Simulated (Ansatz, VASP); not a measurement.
BP in VASP and in Ansatz

```
B P
1.0
     0.00000    2.26900    2.26900
     2.26900    0.00000    2.26900
     2.26900    2.26900    0.00000
B P
1 1
Cartesian
  0.0000 0.0000 0.0000
  3.4035 3.4035 3.4035
```

Alike in both runs: task electric field gradients; functional PBE; k mesh 9 × 9 × 9; occupations fermi-dirac, width 0.08 eV; no spin polarisation.

|  | VASP | Ansatz |
| --- | --- | --- |
| version | VASP 6.6.1 | Ansatz 0.2.0 |
| potentials or method | VASP PAW PBE potentials, release 64 (B, P) | PAW with Ansatz's default frozen-core files, scalar-relativistic |
| plane-wave cutoff (eV) | 520 | 420 |
| valence electrons in the cell | 8 | 8 |

Ansatz gave:

- pressure (GPa): 1.1

What did VASP give for the same quantities?

Pressure (GPa): 0.9.

The functional is the same, so the differences come from potentials, cutoffs and numerics.
